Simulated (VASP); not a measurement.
# InSb (CsCl type) (Pm-3m) in VASP: a series of runs

InSb (CsCl type) is run at these levels: PBE; tasks: single point.

Program: VASP 6.6.1. These are calculated values, not measurements. Logs are shortened: lines on timing, memory, paths and dates and some standing lists are left out, and cuts for length are marked.

**1. The cell of the first run**

Symmetry: Pm-3m, No. 221, cubic system. Conventional cell: a = 3.806 Å, b = 3.806 Å, c = 3.806 Å, α = 90.00°, β = 90.00°, γ = 90.00°. Within 4.3 Å of In (site symmetry m-3m) lie 8 Sb at 3.30 Å and 6 In at 3.81 Å. Sb (site symmetry m-3m) has 8 In at 3.30 Å and 6 Sb at 3.81 Å within 4.3 Å.

**2. Single point, PBE**

INCAR

```
SYSTEM = InSb
ALGO = Normal
EDIFF = 1E-6
ENCUT = 520
GGA = PE
ISIF = 2
ISMEAR = -1
LASPH = .True.
LCHARG = .True.
LELF = .True.
LREAL = .False.
LVHAR = .True.
LWAVE = .False.
NBANDS = 16
NELM = 80
PREC = Accurate
SIGMA = 0.08
```

KPOINTS

```
k-points
0
Gamma
  11 11 11
  0 0 0
```

POSCAR

```
InSb
1.0
    3.8062691655      0.0000000000      0.0000000000
    0.0000000000      3.8062691655      0.0000000000
    0.0000000000      0.0000000000      3.8062691655
In Sb
1 1
Direct
    0.0000000000      0.0000000000      0.0000000000
    0.5000000000      0.5000000000      0.5000000000
```

Potentials or basis: VASP PAW PBE potentials, release 64 (In_d, Sb).

Run with:

```
cat potpaw_PBE.64/In_d/POTCAR potpaw_PBE.64/Sb/POTCAR > POTCAR
mpirun -np 1 vasp_std > vasp.out
```

OUTCAR:

```text
SYSTEM = InSb
   EDIFF = 1E-6
   ENCUT = 520
   GGA = PE
   ISIF = 2
   ISMEAR = -1
   LASPH = .True.
   LREAL = .False.
   NELM = 80
   PREC = Accurate

 ion  position               nearest neighbor table
   1  0.000  0.000  0.000-   2 3.30   2 3.30   2 3.30   2 3.30   2 3.30   2 3.30   2 3.30   2 3.30

   2  0.500  0.500  0.500-   1 3.30   1 3.30   1 3.30   1 3.30   1 3.30   1 3.30   1 3.30   1 3.30

  LATTYP: Found a simple cubic cell.
 ALAT       =     3.8062691655

  Lattice vectors:

 A1 = (   3.8062691655,   0.0000000000,   0.0000000000)
 A2 = (   0.0000000000,   3.8062691655,   0.0000000000)
 A3 = (   0.0000000000,   0.0000000000,   3.8062691655)

Analysis of symmetry for initial positions (statically):
=====================================================================
 Subroutine PRICEL returns:
 Original cell was already a primitive cell.

 Routine SETGRP: Setting up the symmetry group for a
 simple cubic supercell.

 Subroutine GETGRP returns: Found 48 space group operations
 (whereof 48 operations were pure point group operations)
 out of a pool of 48 trial point group operations.

The static configuration has the point symmetry O_h .

Analysis of symmetry for dynamics (positions and initial velocities):
=====================================================================
 Subroutine PRICEL returns:
 Original cell was already a primitive cell.

 Routine SETGRP: Setting up the symmetry group for a
 simple cubic supercell.

 Subroutine GETGRP returns: Found 48 space group operations
 (whereof 48 operations were pure point group operations)
 out of a pool of 48 trial point group operations.

The dynamic configuration has the point symmetry O_h .

 Subroutine INISYM returns: Found 48 space group operations
 (whereof 48 operations are pure point group operations),
 and found     1 'primitive' translations

----------------------------------------------------------------------------------------

                                     Primitive cell

  volume of cell :      55.1440

  direct lattice vectors                    reciprocal lattice vectors
     3.806269165  0.000000000  0.000000000     0.262724457  0.000000000  0.000000000
     0.000000000  3.806269165  0.000000000     0.000000000  0.262724457  0.000000000
     0.000000000  0.000000000  3.806269165     0.000000000  0.000000000  0.262724457

  length of vectors
     3.806269165  3.806269165  3.806269165     0.262724457  0.262724457  0.262724457

  position of ions in fractional coordinates (direct lattice)
     0.000000000  0.000000000  0.000000000
     0.500000000  0.500000000  0.500000000

  ion indices of the primitive-cell ions
   primitive index   ion index
                 1           1
                 2           2

----------------------------------------------------------------------------------------

 KPOINTS: k-points

Automatic generation of k-mesh.
 Grid dimensions read from file:
 generate k-points for:   11   11   11

 Generating k-lattice:

  Cartesian coordinates                     Fractional coordinates (reciprocal lattice)
     0.023884042  0.000000000  0.000000000     0.090909091  0.000000000  0.000000000
     0.000000000  0.023884042  0.000000000     0.000000000  0.090909091  0.000000000
     0.000000000  0.000000000  0.023884042     0.000000000  0.000000000  0.090909091

  Length of vectors
     0.023884042  0.023884042  0.023884042

  Shift w.r.t. Gamma in fractional coordinates (k-lattice)
     0.000000000  0.000000000  0.000000000

 Subroutine IBZKPT returns following result:
 ===========================================

 Found     56 irreducible k-points:

 Following reciprocal coordinates:
            Coordinates               Weight
  0.000000  0.000000  0.000000      1.000000
  0.090909  0.000000  0.000000      6.000000
  0.181818  0.000000  0.000000      6.000000
  0.272727  0.000000  0.000000      6.000000
  0.363636  0.000000  0.000000      6.000000
  0.454545  0.000000  0.000000      6.000000
[... 16 lines left out ...]
  0.181818  0.090909  0.090909     24.000000
  0.272727  0.090909  0.090909     24.000000
 [... further k-points ...]
   k-points           NKPTS =     56   k-points in BZ     NKDIM =     56   number of bands    NBANDS=     16
   number of dos      NEDOS =    301   number of ions     NIONS =      2
   total plane-waves  NPLWV =  21952
   dimension x,y,z NGX =    28 NGY =   28 NGZ =   28
   dimension x,y,z NGXF=    56 NGYF=   56 NGZF=   56
   ions per type =               1   1
   NGX,Y,Z   is equivalent  to a cutoff of  12.23, 12.23, 12.23 a.u.
   NGXF,Y,Z  is equivalent  to a cutoff of  24.46, 24.46, 24.46 a.u.
 SYSTEM =  InSb
   PREC   = accura    normal or accurate (medium, high low for compatibility)
   ISTART =      0    job   : 0-new  1-cont  2-samecut
   ICHARG =      2    charge: 1-file 2-atom 10-const
   ISPIN  =      1    spin polarized calculation?
   LNONCOLLINEAR =      F non collinear calculations
   LSORBIT =      F    spin-orbit coupling
   LASPH  =      T    aspherical Exc in radial PAW
   ENCUT  =  520.0 eV  38.22 Ry    6.18 a.u.   7.08  7.08  7.08*2*pi/ulx,y,z
   NELM   =     80;   NELMIN=  2; NELMDL= -5     # of ELM steps
   EDIFF  = 0.1E-05   stopping-criterion for ELM
   LREAL  =      F    real-space projection
   EDIFFG = 0.1E-04   stopping-criterion for IOM
   NSW    =      0    number of steps for IOM
   IBRION =     -1    ionic relax: 0-MD 1-quasi-New 2-CG
   NFREE  =      0    steps in history (QN), initial steepest desc. (CG)
   ISIF   =      2    stress and relaxation
   ISYM   =      2    0-nonsym 1-usesym 2-fastsym
   POTIM  = 0.5000    time-step for ionic-motion
   TEBEG  =    0.0;   TEEND  =   0.0 temperature during run
   PSTRESS=    0.0 pullay stress
   NELECT =      18.0000    total number of electrons
   NUPDOWN=      -1.0000    fix difference up-down
   EMIN   =  10.00;   EMAX   =-10.00  energy-range for DOS
   EFERMI =   0.00;   METHOD = LEGACY
   ISMEAR =    -1;   SIGMA  =   0.08  broadening in eV -4-tet -1-fermi 0-gaus
   EFERMI_NEDOS =   21; number of points for ismear=-14 and -15
   IALGO  =     38    algorithm
   IMIX   =      4    mixing-type and parameters
     AMIX     =   0.40;   BMIX     =  1.00
     AMIX_MAG =   1.60;   BMIX_MAG =  1.00
  volume/ion in A,a.u.               =      27.57       186.07
  Fermi-wavevector in a.u.,A,eV,Ry     =   1.127196  2.130092 17.287171  1.270571
  Thomas-Fermi vector in A             =   2.263881
   LORBIT       =      0    0 simple, 1 ext, 2 COOP (PROOUT), +10 PAW based schemes
   GGA     = PE    functional components
   LHFCALC =     F    Hartree Fock is set to
   AEXX    =    0.0000 exact exchange contribution
   IVDW    =     0    specifies the selected vdW correction
   LEPSILON=     F    determine dielectric tensor
   LRPA    =     F    only Hartree local field effects (RPA)
 non-spin polarized calculation
  energy-cutoff  :      520.00
  volume of cell :       55.14
 maximum number of plane-waves:      1503
   NGX = 15   NGY = 15   NGZ = 15

 number of electron      17.9999988 magnetization

 Free energy of the ion-electron system (eV)
  ---------------------------------------------------
  ext. energy  EPLUGINS =         0.00000000
  ---------------------------------------------------
  free energy    TOTEN  =        -6.49508928 eV

  energy without entropy =       -6.46483573  energy(sigma->0) =       -6.47996251

 E-fermi :   7.4346     XC(G=0): -10.0635

 val. band max:        7.3925687205   @ k =   0.2727   0.2727   0.0909
 cond. band min:       7.4733002609   @ k =   0.4545   0.1818   0.1818
 fundamental gap:      0.0807315404
 Fermi energy:         7.4345830939

 k-point     1 :       0.0000    0.0000    0.0000
  band No.  band energies     occupation
      1      -7.0554      2.00000
      2      -7.0554      2.00000
      3      -6.9504      2.00000
      4      -6.9504      2.00000
      5      -6.9504      2.00000
      6      -3.8576      2.00000
[... 8 lines left out ...]
     15      15.6840      0.00000
     16      19.4978      0.00000

 k-point     2 :       0.0909    0.0000    0.0000
  band No.  band energies     occupation
      1      -7.0548      2.00000
      2      -7.0476      2.00000
      3      -6.9539      2.00000
      4      -6.9539      2.00000
      5      -6.9502      2.00000
      6      -3.7795      2.00000
[... 8 lines left out ...]
     15      15.2827      0.00000
     16      18.8681      0.00000

 k-point     3 :       0.1818    0.0000    0.0000
  band No.  band energies     occupation
      1      -7.0533      2.00000
      2      -7.0268      2.00000
      3      -6.9634      2.00000
      4      -6.9634      2.00000
      5      -6.9496      2.00000
      6      -3.5491      2.00000
[... 8 lines left out ...]
     15      14.3546      0.00000
     16      17.5474      0.00000

 k-point     4 :       0.2727    0.0000    0.0000
  band No.  band energies     occupation
      1      -7.0514      2.00000
      2      -6.9998      2.00000
      3      -6.9758      2.00000
      4      -6.9758      2.00000
      5      -6.9490      2.00000
      6      -3.1833      2.00000
[... 8 lines left out ...]
     15      15.6870      0.00000
     16      16.3504      0.00000
[... 324 lines left out ...]
 k-point    22 :       0.0909    0.0909    0.0909
  band No.  band energies     occupation
      1      -7.0428      2.00000
      2      -7.0428      2.00000
      3      -6.9595      2.00000
      4      -6.9566      2.00000
      5      -6.9566      2.00000
      6      -3.6222      2.00000
[... 8 lines left out ...]
     15      14.9179      0.00000
     16      18.3113      0.00000

 k-point    23 :       0.1818    0.0909    0.0909
  band No.  band energies     occupation
      1      -7.0413      2.00000
      2      -7.0217      2.00000
      3      -6.9699      2.00000
      4      -6.9664      2.00000
      5      -6.9562      2.00000
      6      -3.3904      2.00000
[... 8 lines left out ...]
     15      14.8433      0.00000
     16      17.8376      0.00000

 k-point    24 :       0.2727    0.0909    0.0909
  band No.  band energies     occupation
      1      -7.0393      2.00000
      2      -6.9942      2.00000
      3      -6.9839      2.00000
      4      -6.9792      2.00000
      5      -6.9552      2.00000
      6      -3.0237      2.00000
[... 8 lines left out ...]
     15      15.8406      0.00000
     16      17.2531      0.00000

 [... further k-points ...]

------------------------ aborting loop because EDIFF is reached ----------------------------------------

  FORCE on cell =-STRESS in cart. coord.  units (eV):
  Direction    XX          YY          ZZ          XY          YZ          ZX
  --------------------------------------------------------------------------------------
  -------------------------------------------------------------------------------------
  Total       -0.0250419     -0.0250419     -0.0250419      0.0000000      0.0000000     -0.0000000
  in kB       -0.7275773     -0.7275773     -0.7275773      0.0000000      0.0000000     -0.0000000
  external PRESSURE =      -0.7275773 kB  Pullay stress =       0.0000000 kB

 VOLUME and BASIS-vectors are now :
 -----------------------------------------------------------------------------
  energy-cutoff  :      520.00
  volume of cell :       55.14
      direct lattice vectors                 reciprocal lattice vectors
     3.806269165  0.000000000  0.000000000     0.262724457  0.000000000  0.000000000
     0.000000000  3.806269165  0.000000000     0.000000000  0.262724457  0.000000000
     0.000000000  0.000000000  3.806269165     0.000000000  0.000000000  0.262724457

 POSITION                                       TOTAL-FORCE (eV/Angst)
 -----------------------------------------------------------------------------------
      0.00000      0.00000      0.00000         0.000000      0.000000      0.000000
      1.90313      1.90313      1.90313         0.000000      0.000000      0.000000
 -----------------------------------------------------------------------------------
    total drift:                               -0.000000      0.000000     -0.000000

  FREE ENERGIE OF THE ION-ELECTRON SYSTEM (eV)
  ---------------------------------------------------
  free  energy   TOTEN  =        -6.4950892805 eV

  energy  without entropy=       -6.4648357296  energy(sigma->0) =       -6.47996251
```

Wall time 28 s (1 thread of Intel Xeon Platinum 8259CL at 2.50GHz (Skylake/Cascade Lake), shared host); peak memory 0.19 GiB.

What came out:

```
Free energy            : -6.4951 eV
Pressure               : -0.1 GPa
Band gap on the k mesh : zero (band 9 reaches 8.63 eV, above the bottom of band 10 at 5.33 eV)
```

Caveat: spin-orbit coupling is left out, which moves the levels of the heavy elements.

[end of part 1 of 2]
